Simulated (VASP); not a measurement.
# Re (Fm-3m) in VASP: a series of runs, part 2 of 2

VASP 6.6.1. Earlier steps stand in the parts before.

## 3. Single point, PBE

The input, INCAR:

```
SYSTEM = Re
PREC = Accurate
ENCUT = 520
EDIFF = 1E-6
ISMEAR = 0
SIGMA = 0.1
LREAL = .False.
LASPH = .True.
NELM = 100
ALGO = Normal
ISIF = 2
LWAVE = .False.
LCHARG = .True.
GGA = PE
LELF = .True.
LVHAR = .True.
NBANDS = 10
```

The input, KPOINTS:

```
regular mesh
0
Gamma
  24 24 24
  0 0 0
```

The input, POSCAR:

```
Re
1.0
    0.0000000000      1.9576358526      1.9576358526
    1.9576358526      0.0000000000      1.9576358526
    1.9576358526      1.9576358526      0.0000000000
Re
1
Direct
    0.0000000000      0.0000000000      0.0000000000
```

Potentials or basis: VASP PAW PBE potentials, release 64 (Re).

The run is started by

```console
$ cat potpaw_PBE.64/Re/POTCAR > POTCAR
$ mpirun -np 1 vasp_std > vasp.out
```

OUTCAR:

```text
SYSTEM = Re
   PREC = Accurate
   ENCUT = 520
   EDIFF = 1E-6
   ISMEAR = 0
   LREAL = .False.
   LASPH = .True.
   NELM = 100
   ISIF = 2
   GGA = PE

 ion  position               nearest neighbor table
   1  0.000  0.000  0.000-

  LATTYP: Found a face centered cubic cell.
 ALAT       =     3.9152717052

  Lattice vectors:

 A1 = (   0.0000000000,   1.9576358526,   1.9576358526)
 A2 = (   1.9576358526,   0.0000000000,   1.9576358526)
 A3 = (   1.9576358526,   1.9576358526,   0.0000000000)

Analysis of symmetry for initial positions (statically):
=====================================================================
 Subroutine PRICEL returns:
 Original cell was already a primitive cell.

 Routine SETGRP: Setting up the symmetry group for a
 face centered cubic supercell.

 Subroutine GETGRP returns: Found 48 space group operations
 (whereof 48 operations were pure point group operations)
 out of a pool of 48 trial point group operations.

The static configuration has the point symmetry O_h .

Analysis of symmetry for dynamics (positions and initial velocities):
=====================================================================
 Subroutine PRICEL returns:
 Original cell was already a primitive cell.

 Routine SETGRP: Setting up the symmetry group for a
 face centered cubic supercell.

 Subroutine GETGRP returns: Found 48 space group operations
 (whereof 48 operations were pure point group operations)
 out of a pool of 48 trial point group operations.

The dynamic configuration has the point symmetry O_h .

 Subroutine INISYM returns: Found 48 space group operations
 (whereof 48 operations are pure point group operations),
 and found     1 'primitive' translations

----------------------------------------------------------------------------------------

                                     Primitive cell
[... 112 lines left out ...]
  Thomas-Fermi vector in A             =   2.402721
   LORBIT       =      0    0 simple, 1 ext, 2 COOP (PROOUT), +10 PAW based schemes
   GGA     = PE    functional components
   LHFCALC =     F    Hartree Fock is set to
   AEXX    =    0.0000 exact exchange contribution
   IVDW    =     0    specifies the selected vdW correction
   LEPSILON=     F    determine dielectric tensor
   LRPA    =     F    only Hartree local field effects (RPA)
 non-spin polarized calculation
 Gauss-broadening in eV      SIGMA  =   0.10
  energy-cutoff  :      520.00
  volume of cell :       15.00
 maximum number of plane-waves:       419
 NGX is ok and might be reduce to    24
   NGX = 11   NGY = 11   NGZ = 11

 number of electron       7.0000001 magnetization

 Free energy of the ion-electron system (eV)
  ---------------------------------------------------
  ext. energy  EPLUGINS =         0.00000000
  ---------------------------------------------------
  free energy    TOTEN  =       -12.36489582 eV

  energy without entropy =      -12.35990794  energy(sigma->0) =      -12.36240188

 E-fermi :   7.9101     XC(G=0): -13.6240

 val. band max:        7.9081404772   @ k =   0.4583   0.2500   0.1250
 cond. band min:       7.9104321263   @ k =   0.5000   0.0417   0.0000
 fundamental gap:      0.0022916491
 Fermi energy:         7.9101136934

 k-point     1 :       0.0000    0.0000    0.0000
  band No.  band energies     occupation
      1      -2.0830      2.00000
      2       6.0468      2.00000
      3       6.0468      2.00000
      4       6.0468      2.00000
      5       9.1411      0.00000
      6       9.1411      0.00000
      7      21.8072      0.00000
      8      27.3533      0.00000
      9      27.3533      0.00000
     10      27.3533      0.00000
[... 287 lines left out ...]
 k-point    24 :       0.4583    0.0417    0.0000
  band No.  band energies     occupation
      1       1.2407      2.00000
      2       5.7955      2.00000
      3       5.9679      2.00000
      4       7.5511      2.00000
      5      11.4816      0.00000
      6      11.5486      0.00000
      7      18.0082      0.00000
      8      21.7245      0.00000
      9      27.9360      0.00000
     10      28.3610      0.00000

 [... further k-points ...]

------------------------ aborting loop because EDIFF is reached ----------------------------------------

  FORCE on cell =-STRESS in cart. coord.  units (eV):
  Direction    XX          YY          ZZ          XY          YZ          ZX
  --------------------------------------------------------------------------------------
  -------------------------------------------------------------------------------------
  Total       -0.0548929     -0.0548929     -0.0548929      0.0000000      0.0000000     -0.0000000
  in kB       -5.8613951     -5.8613951     -5.8613951      0.0000000      0.0000000     -0.0000000
  external PRESSURE =      -5.8613951 kB  Pullay stress =       0.0000000 kB

 VOLUME and BASIS-vectors are now :
 -----------------------------------------------------------------------------
  energy-cutoff  :      520.00
  volume of cell :       15.00
      direct lattice vectors                 reciprocal lattice vectors
     0.000000000  1.957635853  1.957635853    -0.255410116  0.255410116  0.255410116
     1.957635853  0.000000000  1.957635853     0.255410116 -0.255410116  0.255410116
     1.957635853  1.957635853  0.000000000     0.255410116  0.255410116 -0.255410116

 POSITION                                       TOTAL-FORCE (eV/Angst)
 -----------------------------------------------------------------------------------
      0.00000      0.00000      0.00000         0.000000      0.000000      0.000000
 -----------------------------------------------------------------------------------
    total drift:                               -0.000000      0.000000      0.000000

  FREE ENERGIE OF THE ION-ELECTRON SYSTEM (eV)
  ---------------------------------------------------
  free  energy   TOTEN  =       -12.3648958209 eV

  energy  without entropy=      -12.3599079439  energy(sigma->0) =      -12.36240188
```

OSZICAR:

```text
N       E                     dE             d eps       ncg     rms          rms(c)
DAV:   1     0.572199352976E+01    0.57220E+01   -0.34438E+03 13008   0.777E+02
DAV:   2    -0.126965623816E+02   -0.18419E+02   -0.17042E+02 12768   0.163E+02
DAV:   3    -0.130768635975E+02   -0.38030E+00   -0.36786E+00 13552   0.381E+01
DAV:   4    -0.130785759664E+02   -0.17124E-02   -0.17115E-02 13378   0.118E+00
DAV:   5    -0.130785786168E+02   -0.26504E-05   -0.26494E-05 12048   0.271E-02    0.291E+01
DAV:   6    -0.125547394884E+02    0.52384E+00   -0.43434E-01 13004   0.177E+01    0.117E+01
DAV:   7    -0.123717750897E+02    0.18296E+00   -0.33239E-01 13128   0.148E+01    0.842E-01
DAV:   8    -0.123651372105E+02    0.66379E-02   -0.41470E-03 12738   0.657E-01    0.179E-01
DAV:   9    -0.123648866285E+02    0.25058E-03   -0.20739E-04 12122   0.114E-01    0.212E-02
DAV:  10    -0.123648958148E+02   -0.91862E-05   -0.15451E-05 11864   0.252E-02    0.300E-03
DAV:  11    -0.123648958209E+02   -0.61936E-08   -0.17104E-07  6544   0.893E-03
   1 F= -.12364896E+02 E0= -.12362402E+02  d E =-.498788E-02
```

Wall time 20 s (1 thread of Intel Xeon 6975P-C (Granite Rapids), shared host); peak memory 0.19 GiB.

Results:

| Property | Result |
| --- | --- |
| Free energy | -12.3649 eV |
| Pressure | -0.6 GPa |

Levels at points of the mesh, in eV from the Fermi level:
```
           k point  band 1  band 2  band 3  band 4  band 5  band 6  band 7  band 8  band 9
(0.00, 0.00, 0.00)   -9.99   -1.86   -1.86   -1.86    1.23    1.23   13.90   19.44   19.44
(0.50, 0.00, 0.00)   -6.74   -2.06   -2.06    0.19    3.71    3.71    9.69   13.39   19.90
(0.50, 0.50, 0.00)   -6.66   -5.80    2.72    3.66    4.43    4.43   12.13   12.13   12.70
```

Caveat: spin-orbit coupling is left out, which moves the levels of the heavy elements.

## 4. Relaxation of cell and atoms, PBE

The input, INCAR:

```
SYSTEM = Re
  PREC = Accurate
  ENCUT = 600
  EDIFF = 1E-6
  ISMEAR = 0
  SIGMA = 0.1
  LREAL = .False.
  LASPH = .True.
  NELM = 100
  ALGO = Normal
  ISIF = 3
  LWAVE = .False.
  LCHARG = .False.
  GGA = PE
  IBRION = 2
  NSW = 100
  EDIFFG = -0.01
```

The input, KPOINTS:

```
Automatic mesh
0
Gamma
  24 24 24
  0 0 0
```

The input, POSCAR:

```
Re
1.0
    0.0000000000      1.9565853040      1.9565853040
    1.9565853040      0.0000000000      1.9565853040
    1.9565853040      1.9565853040      0.0000000000
Re
1
Direct
    0.0000000000      0.0000000000      0.0000000000
```

The run is started by

```console
$ cat potpaw_PBE.64/Re/POTCAR > POTCAR
$ mpirun -np 1 vasp_std > vasp.out
```

Run time: 40 s. Hardware: 1 thread of Intel Xeon 6975P-C (Granite Rapids), shared host; peak memory 0.2 GiB.

Results (log left out):

* Free energy: -12.3660 eV
* Relaxed volume: 14.98 Å³/atom
* Relaxed cell: a = 2.767 Å, b = 2.767 Å, c = 2.767 Å, α = 60.00°, β = 60.00°, γ = 60.00°
* Space group after relaxing (to 0.05 Å): Fm-3m (No. 225)
* Energy gained by relaxing: 0.0 meV/atom
* Ionic steps: 3
* Pressure after relaxing: 0.0 GPa

Final structure:
```
Re
1.0
     0.00000    1.95678    1.95678
     1.95678    0.00000    1.95678
     1.95678    1.95678    0.00000
Re
1
Direct
  0.00000 0.00000 0.00000
```

Levels at points of the mesh, in eV from the Fermi level:
```tsv
k point	band 2	band 3	band 4	band 5	band 6	band 7
(0.00, 0.00, 0.00)	-1.87	-1.87	-1.87	1.23	1.23	13.90
(0.50, 0.00, 0.00)	-2.07	-2.07	0.19	3.71	3.71	9.71
(0.50, 0.50, 0.00)	-5.82	2.73	3.67	4.44	4.44	12.14
```

Caveat: spin-orbit coupling is left out, which moves the levels of the heavy elements.
